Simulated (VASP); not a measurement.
# SiC (P6_3mc) in VASP: notebook

Runs on SiC. Level: PBE. Tasks: single point, relaxation of shape and atoms at fixed volume.

Program: VASP 6.6.1. These are calculated values, not measurements. Logs are shortened: lines on timing, memory, paths and dates and some standing lists are left out, and cuts for length are marked.

**1. The cell of the first run**

The structure is hexagonal, space group P6_3mc (No. 186). The conventional cell has a = 3.122 Å, b = 3.122 Å, c = 5.126 Å, α = 90.00°, β = 90.00°, γ = 120.00°. Within 2.5 Å of Si (site symmetry 3m) lie 4 C at 1.91 to 1.93 Å. C (site symmetry 3m) has 4 Si at 1.91 to 1.93 Å within 2.5 Å.

**2. Single point, PBE (10.82 Å³/atom)**

INCAR reads:

```
ALGO = Normal
EDIFF = 1E-6
ENCUT = 520
GGA = PE
ISIF = 2
ISMEAR = 0
LASPH = True
LCHARG = True
LELF = True
LREAL = False
LVHAR = True
LWAVE = False
NBANDS = 16
NELM = 60
PREC = Accurate
SIGMA = 0.02
```

KPOINTS reads:

```
k-points
0
Gamma
  12 12 6
```

POSCAR reads:

```
SiC
1.0
    3.1221096392      0.0000000000      0.0000000000
   -1.5610548196      2.7038262609      0.0000000000
    0.0000000000      0.0000000000      5.1256210613
Si C
2 2
Direct
    0.3333333333      0.6666666667      0.0046000223
    0.6666666667      0.3333333333      0.5046000223
    0.3333333333      0.6666666667      0.3803999777
    0.6666666667      0.3333333333      0.8803999777
```

Potentials or basis: VASP PAW PBE potentials, release 64 (Si, C).

Command:

```bash
> cat potpaw_PBE.64/Si/POTCAR potpaw_PBE.64/C/POTCAR > POTCAR
> mpirun -np 1 vasp_std > vasp.out
```

OUTCAR:

```text
EDIFF = 1E-6
   ENCUT = 520
   GGA = PE
   ISIF = 2
   ISMEAR = 0
   LASPH = True
   LREAL = False
   NELM = 60
   PREC = Accurate

 ion  position               nearest neighbor table
   1  0.333  0.667  0.005-   4 1.91   4 1.91   4 1.91   3 1.93   2 3.13   2 3.13   2 3.13   2 3.13
                             2 3.13   2 3.13
   2  0.667  0.333  0.505-   3 1.91   3 1.91   3 1.91   4 1.93   1 3.13   1 3.13   1 3.13   1 3.13
                             1 3.13   1 3.13
   3  0.333  0.667  0.380-   2 1.91   2 1.91   2 1.91   1 1.93
   4  0.667  0.333  0.880-   1 1.91   1 1.91   1 1.91   2 1.93

  LATTYP: Found a hexagonal cell.
 ALAT       =     3.1221096392
 C/A-ratio  =     1.6417171892

  Lattice vectors:

 A1 = (   3.1221096392,   0.0000000000,   0.0000000000)
 A2 = (  -1.5610548196,   2.7038262609,   0.0000000000)
 A3 = (   0.0000000000,   0.0000000000,   5.1256210613)

Analysis of symmetry for initial positions (statically):
=====================================================================
 Subroutine PRICEL returns:
 Original cell was already a primitive cell.

 Routine SETGRP: Setting up the symmetry group for a
 hexagonal supercell.

 Subroutine GETGRP returns: Found 12 space group operations
 (whereof  6 operations were pure point group operations)
 out of a pool of 24 trial point group operations.

The static configuration has the point symmetry C_3v.
 The point group associated with its full space group is C_6v.

Analysis of symmetry for dynamics (positions and initial velocities):
=====================================================================
 Subroutine PRICEL returns:
 Original cell was already a primitive cell.

 Routine SETGRP: Setting up the symmetry group for a
 hexagonal supercell.

 Subroutine GETGRP returns: Found 12 space group operations
 (whereof  6 operations were pure point group operations)
 out of a pool of 24 trial point group operations.

The dynamic configuration has the point symmetry C_3v.
 The point group associated with its full space group is C_6v.

 Subroutine INISYM returns: Found 12 space group operations
 (whereof  6 operations are pure point group operations),
 and found     1 'primitive' translations

----------------------------------------------------------------------------------------

                                     Primitive cell

  volume of cell :      43.2687

  direct lattice vectors                    reciprocal lattice vectors
     3.122109639  0.000000000  0.000000000     0.320296247  0.184923124  0.000000000
    -1.561054820  2.703826261  0.000000000     0.000000000  0.369846249  0.000000000
     0.000000000  0.000000000  5.125621061     0.000000000  0.000000000  0.195098309

  length of vectors
     3.122109639  3.122109639  5.125621061     0.369846249  0.369846249  0.195098309

  position of ions in fractional coordinates (direct lattice)
     0.333333333  0.666666667  0.004600022
     0.666666667  0.333333333  0.504600022
     0.333333333  0.666666667  0.380399978
     0.666666667  0.333333333  0.880399978

  ion indices of the primitive-cell ions
   primitive index   ion index
                 1           1
                 2           2
                 3           3
                 4           4

----------------------------------------------------------------------------------------

 KPOINTS: k-points

Automatic generation of k-mesh.
 Grid dimensions read from file:
 generate k-points for:   12   12    6

 Generating k-lattice:

  Cartesian coordinates                     Fractional coordinates (reciprocal lattice)
     0.026691354  0.015410260  0.000000000     0.083333333  0.000000000  0.000000000
     0.000000000  0.030820521  0.000000000     0.000000000  0.083333333  0.000000000
     0.000000000  0.000000000  0.032516385     0.000000000  0.000000000  0.166666667

  Length of vectors
     0.030820521  0.030820521  0.032516385

  Shift w.r.t. Gamma in fractional coordinates (k-lattice)
     0.000000000  0.000000000  0.000000000

 Subroutine IBZKPT returns following result:
 ===========================================

 Found     76 irreducible k-points:

 Following reciprocal coordinates:
            Coordinates               Weight
  0.000000  0.000000  0.000000      1.000000
  0.083333  0.000000  0.000000      6.000000
  0.166667 -0.000000  0.000000      6.000000
  0.250000  0.000000  0.000000      6.000000
  0.333333  0.000000  0.000000      6.000000
  0.416667  0.000000  0.000000      6.000000
[... 16 lines left out ...]
  0.250000  0.000000  0.166667     12.000000
  0.333333  0.000000  0.166667     12.000000
 [... further k-points ...]
   k-points           NKPTS =     76   k-points in BZ     NKDIM =     76   number of bands    NBANDS=     16
   number of dos      NEDOS =    301   number of ions     NIONS =      4
   total plane-waves  NPLWV =  23040
   dimension x,y,z NGX =    24 NGY =   24 NGZ =   40
   dimension x,y,z NGXF=    48 NGYF=   48 NGZF=   80
   ions per type =               2   2
   NGX,Y,Z   is equivalent  to a cutoff of  12.78, 12.78, 12.97 a.u.
   NGXF,Y,Z  is equivalent  to a cutoff of  25.56, 25.56, 25.95 a.u.
 SYSTEM =  unknown system
   PREC   = accura    normal or accurate (medium, high low for compatibility)
   ISTART =      0    job   : 0-new  1-cont  2-samecut
   ICHARG =      2    charge: 1-file 2-atom 10-const
   ISPIN  =      1    spin polarized calculation?
   LNONCOLLINEAR =      F non collinear calculations
   LSORBIT =      F    spin-orbit coupling
   LASPH  =      T    aspherical Exc in radial PAW
   ENCUT  =  520.0 eV  38.22 Ry    6.18 a.u.   5.81  5.81  9.53*2*pi/ulx,y,z
   NELM   =     60;   NELMIN=  2; NELMDL= -5     # of ELM steps
   EDIFF  = 0.1E-05   stopping-criterion for ELM
   LREAL  =      F    real-space projection
   EDIFFG = 0.1E-04   stopping-criterion for IOM
   NSW    =      0    number of steps for IOM
   IBRION =     -1    ionic relax: 0-MD 1-quasi-New 2-CG
   NFREE  =      0    steps in history (QN), initial steepest desc. (CG)
   ISIF   =      2    stress and relaxation
   ISYM   =      2    0-nonsym 1-usesym 2-fastsym
   POTIM  = 0.5000    time-step for ionic-motion
   TEBEG  =    0.0;   TEEND  =   0.0 temperature during run
   PSTRESS=    0.0 pullay stress
   NELECT =      16.0000    total number of electrons
   NUPDOWN=      -1.0000    fix difference up-down
   EMIN   =  10.00;   EMAX   =-10.00  energy-range for DOS
   EFERMI =   0.00;   METHOD = LEGACY
   ISMEAR =     0;   SIGMA  =   0.02  broadening in eV -4-tet -1-fermi 0-gaus
   EFERMI_NEDOS =   21; number of points for ismear=-14 and -15
   IALGO  =     38    algorithm
   IMIX   =      4    mixing-type and parameters
     AMIX     =   0.40;   BMIX     =  1.00
     AMIX_MAG =   1.60;   BMIX_MAG =  1.00
  volume/ion in A,a.u.               =      10.82        73.00
  Fermi-wavevector in a.u.,A,eV,Ry     =   1.175052  2.220526 18.786200  1.380747
  Thomas-Fermi vector in A             =   2.311439
   LORBIT       =      0    0 simple, 1 ext, 2 COOP (PROOUT), +10 PAW based schemes
   GGA     = PE    functional components
   LHFCALC =     F    Hartree Fock is set to
   AEXX    =    0.0000 exact exchange contribution
   IVDW    =     0    specifies the selected vdW correction
   LEPSILON=     F    determine dielectric tensor
   LRPA    =     F    only Hartree local field effects (RPA)
 non-spin polarized calculation
 Gauss-broadening in eV      SIGMA  =   0.02
  energy-cutoff  :      520.00
  volume of cell :       43.27
 maximum number of plane-waves:      1184
 NGX is ok and might be reduce to    24
   NGX = 11   NGY = 11   NGZ = 19

 number of electron      16.0000002 magnetization

 Free energy of the ion-electron system (eV)
  ---------------------------------------------------
  ext. energy  EPLUGINS =         0.00000000
  ---------------------------------------------------
  free energy    TOTEN  =       -30.08643162 eV

  energy without entropy =      -30.08643162  energy(sigma->0) =      -30.08643162

 E-fermi :   7.8656     XC(G=0): -11.1549

 val. band max:        7.7568017326   @ k =   0.0000   0.0000   0.0000
 cond. band min:      10.1085856267   @ k =   0.3333   0.3333   0.0000
 fundamental gap:      2.3517838941
 Fermi energy:         7.8656004269

 k-point     1 :       0.0000    0.0000    0.0000
  band No.  band energies     occupation
      1      -7.4574      2.00000
      2      -4.0582      2.00000
      3      -0.6881      2.00000
      4       6.4638      2.00000
      5       6.4638      2.00000
      6       7.6451      2.00000
[... 8 lines left out ...]
     15      16.4024      0.00000
     16      18.7346      0.00000

 k-point     2 :       0.0833    0.0000    0.0000
  band No.  band energies     occupation
      1      -7.3412      2.00000
      2      -3.9587      2.00000
      3      -0.5828      2.00000
      4       5.7901      2.00000
      5       6.2619      2.00000
      6       7.2887      2.00000
[... 8 lines left out ...]
     15      16.7016      0.00000
     16      17.9937      0.00000

 k-point     3 :       0.1667   -0.0000    0.0000
  band No.  band energies     occupation
      1      -6.9955      2.00000
      2      -3.6691      2.00000
      3      -0.2775      2.00000
      4       4.3410      2.00000
      5       5.8031      2.00000
      6       6.1751      2.00000
[... 8 lines left out ...]
     15      17.0994      0.00000
     16      17.3938      0.00000

 k-point     4 :       0.2500    0.0000    0.0000
  band No.  band energies     occupation
      1      -6.4318      2.00000
      2      -3.2262      2.00000
      3       0.1733      2.00000
      4       2.7851      2.00000
      5       4.8089      2.00000
      6       5.3031      2.00000
[... 8 lines left out ...]
     15      17.5286      0.00000
     16      18.3047      0.00000

 k-point     5 :       0.3333    0.0000    0.0000
  band No.  band energies     occupation
      1      -5.6785      2.00000
      2      -2.7482      2.00000
      3       0.4316      2.00000
      4       1.7724      2.00000
      5       3.4307      2.00000
      6       4.8888      2.00000
[... 8 lines left out ...]
     15      18.3314      0.00000
     16      19.3086      0.00000

 k-point     6 :       0.4167    0.0000    0.0000
  band No.  band energies     occupation
      1      -4.8215      2.00000
      2      -2.5980      2.00000
      3       0.0839      2.00000
      4       1.9879      2.00000
      5       2.3031      2.00000
      6       4.6220      2.00000
[... 8 lines left out ...]
     15      18.3365      0.00000
     16      19.7075      0.00000
[... 267 lines left out ...]
 k-point    21 :       0.0833    0.0000    0.1667
  band No.  band energies     occupation
      1      -7.2106      2.00000
      2      -4.4591      2.00000
      3       0.1272      2.00000
      4       5.8786      2.00000
      5       6.3412      2.00000
      6       6.7213      2.00000
[... 8 lines left out ...]
     15      16.4238      0.00000
     16      18.3272      0.00000

 k-point    22 :       0.1667   -0.0000    0.1667
  band No.  band energies     occupation
      1      -6.8660      2.00000
      2      -4.1538      2.00000
      3       0.3969      2.00000
      4       4.4606      2.00000
      5       5.7923      2.00000
      6       5.8909      2.00000
[... 8 lines left out ...]
     15      17.2103      0.00000
     16      17.7641      0.00000

 k-point    23 :       0.2500    0.0000    0.1667
  band No.  band energies     occupation
      1      -6.3045      2.00000
      2      -3.6762      2.00000
      3       0.7315      2.00000
      4       2.9871      2.00000
      5       4.4320      2.00000
      6       5.3975      2.00000
[... 8 lines left out ...]
     15      18.2198      0.00000
     16      18.2240      0.00000

 k-point    24 :       0.3333    0.0000    0.1667
  band No.  band energies     occupation
      1      -5.5553      2.00000
      2      -3.1155      2.00000
      3       0.5547      2.00000
      4       2.3002      2.00000
      5       3.0449      2.00000
      6       4.9872      2.00000
[... 8 lines left out ...]
     15      18.6295      0.00000
     16      19.5065      0.00000

 [... further k-points ...]

------------------------ aborting loop because EDIFF is reached ----------------------------------------

  FORCE on cell =-STRESS in cart. coord.  units (eV):
  Direction    XX          YY          ZZ          XY          YZ          ZX
  --------------------------------------------------------------------------------------
  -------------------------------------------------------------------------------------
  Total       -1.6121670     -1.6121670     -1.6146006      0.0000000      0.0000000      0.0000000
  in kB      -59.6962690    -59.6962690    -59.7863818      0.0000000      0.0000000      0.0000000
  external PRESSURE =     -59.7263066 kB  Pullay stress =       0.0000000 kB

 VOLUME and BASIS-vectors are now :
 -----------------------------------------------------------------------------
  energy-cutoff  :      520.00
  volume of cell :       43.27
      direct lattice vectors                 reciprocal lattice vectors
     3.122109639  0.000000000  0.000000000     0.320296247  0.184923124  0.000000000
    -1.561054820  2.703826261  0.000000000     0.000000000  0.369846249  0.000000000
     0.000000000  0.000000000  5.125621061     0.000000000  0.000000000  0.195098309

 POSITION                                       TOTAL-FORCE (eV/Angst)
 -----------------------------------------------------------------------------------
     -0.00000      1.80255      0.02358        -0.000000     -0.000000     -0.005684
      1.56105      0.90128      2.58639         0.000000      0.000000     -0.005684
     -0.00000      1.80255      1.94979        -0.000000      0.000000      0.005684
      1.56105      0.90128      4.51260         0.000000     -0.000000      0.005684
 -----------------------------------------------------------------------------------
    total drift:                               -0.000000      0.000000     -0.000164

  FREE ENERGIE OF THE ION-ELECTRON SYSTEM (eV)
  ---------------------------------------------------
  free  energy   TOTEN  =       -30.0864316197 eV

  energy  without entropy=      -30.0864316197  energy(sigma->0) =      -30.08643162
```

It took 33 s on 1 thread of Intel Xeon Platinum 8259CL at 2.50GHz (Skylake/Cascade Lake), shared host; peak memory 0.18 GiB.

What came out:

- Free energy: -30.0864 eV
- Pressure: -6.0 GPa
- Largest force: 0.006 eV/Å
- Band gap on the k mesh: 2.35 eV (least direct gap 3.89 eV)

Forces on the atoms (eV/Å):
```
Si   0.000  0.000 -0.006
Si   0.000  0.000 -0.006
C    0.000  0.000  0.006
C    0.000  0.000  0.006
```

Levels at points of the mesh, in eV from the valence-band top:
```
           k point  band 6  band 7  band 8  band 9  band 10  band 11
(0.00, 0.00, 0.00)   -0.11    0.00    0.00    4.44     5.72     6.41
(0.50, 0.00, 0.00)   -3.23   -3.16   -1.18    2.71     4.18     6.53
(0.00, 0.00, 0.50)   -0.70   -0.70   -0.70    5.52     5.52     7.11
(0.50, 0.00, 0.50)   -2.38   -2.28   -2.28    3.19     3.19     5.07
```

Caveat: the cell stands under tension. A k mesh can miss the band edges.

**3. Relaxation of shape and atoms at fixed volume, PBE (10.82 Å³/atom)**

INCAR reads:

```
SYSTEM = SiC
ALGO = Normal
EDIFF = 1E-6
EDIFFG = -0.01
ENCUT = 600
GGA = PE
IBRION = 2
ISIF = 4
ISMEAR = 0
LASPH = .True.
LCHARG = .False.
LREAL = .False.
LWAVE = .False.
NELM = 80
NSW = 50
PREC = Accurate
SIGMA = 0.02
```

KPOINTS reads:

```
k-points
0
Gamma
  12 12 6
  0 0 0
```

POSCAR reads:

```
SiC
1.0
    3.1226024417      0.0000000000      0.0000000000
   -1.5613012209      2.7042530404      0.0000000000
    0.0000000000      0.0000000000      5.1240033597
Si C
2 2
Direct
    0.3333333333      0.6666666667      0.0045636683
    0.6666666667      0.3333333333      0.5045636683
    0.3333333333      0.6666666667      0.3804363317
    0.6666666667      0.3333333333      0.8804363317
```

Potentials or basis: VASP PAW PBE potentials, release 64 (Si, C).

Command:

```bash
> cat potpaw_PBE.64/Si/POTCAR potpaw_PBE.64/C/POTCAR > POTCAR
> mpirun -np 1 vasp_std > vasp.out
```

Wall time 48 s (1 thread of Intel Xeon Platinum 8259CL at 2.50GHz (Skylake/Cascade Lake), shared host); peak memory 0.19 GiB.

Results (log left out):

| Quantity | Value |
| --- | --- |
| Free energy | -30.0890 eV |
| Pressure after relaxing | -6.1 GPa |
| Largest force after relaxing | 0.003 eV/Å |
| Band gap on the k mesh | 2.36 eV (least direct gap 3.88 eV) |

Forces in eV/Å, atoms in the order of the input:
```
Si   0.000  0.000 -0.003
Si   0.000  0.000 -0.003
C    0.000  0.000  0.003
C    0.000  0.000  0.003
```

Stress tensor (GPa, compression positive):
```
-6.17  0.00  0.00
 0.00 -6.17  0.00
 0.00  0.00 -5.97
```

Final structure:
```yaml
crystal:
  lattice:
    - [3.12260, 0.00000, 0.00000]
    - [-1.56130, 2.70425, 0.00000]
    - [0.00000, 0.00000, 5.12400]
  atoms:
    - { symbol: Si, position: [0.33333, 0.66667, 0.00456] }
    - { symbol: Si, position: [0.66667, 0.33333, 0.50456] }
    - { symbol: C, position: [0.33333, 0.66667, 0.38044] }
    - { symbol: C, position: [0.66667, 0.33333, 0.88044] }
```

Levels at points of the mesh, in eV from the valence-band top:
| k point | band 4 | band 5 | band 6 | band 7 | band 8 | band 9 | band 10 | band 11 | band 12 |
| --- | --- | --- | --- | --- | --- | --- | --- | --- | --- |
| (0.00, 0.00, 0.00) | -1.29 | -1.29 | -0.11 | 0.00 | 0.00 | 4.43 | 5.73 | 6.40 | 6.40 |
| (0.50, 0.00, 0.00) | -6.18 | -5.27 | -3.23 | -3.16 | -1.18 | 2.70 | 4.18 | 6.53 | 6.96 |
| (0.00, 0.00, 0.50) | -4.35 | -0.70 | -0.70 | -0.70 | -0.70 | 5.51 | 5.51 | 7.11 | 7.11 |
| (0.50, 0.00, 0.50) | -8.06 | -2.38 | -2.38 | -2.28 | -2.28 | 3.19 | 3.19 | 5.07 | 5.07 |

Caveat: the relaxation stopped at its first step, so nothing moved.
